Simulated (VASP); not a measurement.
Input of a VASP 6.6.1 run:

INCAR

```
SYSTEM = MnBe3
PREC = Accurate
ENCUT = 600
EDIFF = 1E-6
ISMEAR = -1
SIGMA = 0.1
LREAL = .False.
LASPH = .True.
NELM = 200
ALGO = Normal
ISIF = 2
LWAVE = .False.
LCHARG = .True.
ISPIN = 2
MAGMOM = 0 0 0 4
LORBIT = 11
LMAXMIX = 4
LELF = .True.
LVHAR = .True.
NBANDS = 22
GGA_COMPAT = .False.
```

KPOINTS

```
regular mesh
0
Gamma
  7 7 7
  0 0 0
```

File POSCAR:

```
MnBe3
1.0
    3.2517450000      0.0000000000      0.0000000000
    0.0000000000      3.2517450000      0.0000000000
    0.0000000000      0.0000000000      3.2517450000
Be Mn
3 1
Direct
    0.0000000000      0.5000000000      0.5000000000
    0.5000000000      0.0000000000      0.5000000000
    0.5000000000      0.5000000000      0.0000000000
    0.0000000000      0.0000000000      0.0000000000
```

Potentials or basis: VASP PAW LDA potentials, release 64 (Be, Mn_pv).

Run with:

```console
$ cat potpaw_LDA.64/Be/POTCAR potpaw_LDA.64/Mn_pv/POTCAR > POTCAR
$ mpirun -np 1 vasp_std > vasp.out
```

Task: Estimate the site moments.

Result: Be -0.02; Mn +0.86 μB.

Task: Estimate the pressure.

Result: -9.4 GPa.

Task: Estimate the net moment.

Result: 0.79 μB per cell.
